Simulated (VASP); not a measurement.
**MgO: single point with LDA**

Crystal: MgO.

```
Mg O
1.0
    -3.45178    0.00000    0.00000
    -1.72589   -2.98933    0.00000
    -0.19177   -0.33215   12.41895
Mg O
6 6
Direct
  0.66667 0.65741 0.08335
  0.66667 0.62037 0.41668
  0.66667 0.58333 0.75002
  0.33333 0.23148 0.91668
  0.33333 0.30555 0.25002
  0.33333 0.26852 0.58335
  0.66667 0.56481 0.91668
  0.66667 0.63889 0.25002
  0.66667 0.60185 0.58335
  0.33333 0.32407 0.08335
  0.33333 0.28704 0.41668
  0.33333 0.25000 0.75002
```

```
Program             : VASP 6.6.1
Task                : single point
Functional          : LDA
Potentials or basis : VASP PAW LDA potentials, release 64 (Mg, O)
Cutoff              : 520 eV
k mesh              : 8 × 8 × 2
Occupations         : gaussian, width 0.05 eV
Spin                : no spin polarisation
```

The pressure is -1.9 GPa, the largest force is 0.687 eV/Å and the band gap on the k mesh is 3.38 eV, direct.

Forces in eV/Å, atoms in the order of the input:
```
Mg   0.169  0.614  0.207
Mg   0.000  0.000  0.000
Mg  -0.014 -0.018 -0.007
Mg  -0.169 -0.614 -0.207
Mg   0.014  0.018  0.007
Mg   0.000  0.000  0.000
O   -0.439 -0.527 -0.042
O    0.009  0.003 -0.002
O    0.000  0.001  0.000
O    0.439  0.527  0.042
O    0.000 -0.001  0.000
O   -0.009 -0.003  0.002
```

Stress tensor (GPa, compression positive):
```
-1.83 -0.21  1.75
-0.21 -2.64  3.11
 1.75  3.11 -1.18
```

Levels at points of the mesh, in eV from the valence-band top:
| k point | band 20 | band 21 | band 22 | band 23 | band 24 | band 25 | band 26 | band 27 | band 28 | band 29 |
| --- | --- | --- | --- | --- | --- | --- | --- | --- | --- | --- |
| (0.00, 0.00, 0.00) | -1.13 | -1.09 | -0.96 | -0.82 | 0.00 | 3.38 | 5.04 | 5.11 | 7.71 | 7.76 |
| (0.50, 0.00, 0.00) | -1.16 | -1.15 | -0.73 | -0.65 | -0.41 | 6.84 | 6.98 | 7.02 | 7.39 | 7.49 |
| (0.00, 0.50, 0.00) | -1.17 | -1.13 | -0.74 | -0.66 | -0.44 | 6.88 | 7.02 | 7.16 | 7.43 | 7.47 |
| (0.50, 0.50, 0.00) | -1.20 | -1.17 | -0.73 | -0.59 | -0.49 | 6.68 | 6.96 | 7.04 | 7.48 | 7.53 |
| (0.00, 0.00, 0.50) | -0.99 | -0.97 | -0.91 | -0.58 | -0.44 | 3.89 | 3.97 | 6.36 | 6.43 | 8.87 |
| (0.50, 0.00, 0.50) | -0.93 | -0.93 | -0.92 | -0.76 | -0.52 | 6.89 | 6.90 | 7.10 | 7.17 | 8.07 |
| (0.00, 0.50, 0.50) | -0.96 | -0.90 | -0.88 | -0.77 | -0.55 | 6.90 | 7.00 | 7.16 | 7.25 | 8.07 |
| (0.50, 0.50, 0.50) | -0.94 | -0.92 | -0.76 | -0.76 | -0.65 | 6.70 | 6.91 | 7.15 | 7.18 | 8.19 |

It took 5.6 min on 1 thread of Oxide Virtual Turin-like Processor (shared host), peak memory 0.33 GiB.

LDA gaps usually lie below the measured ones, often by a third to a half.
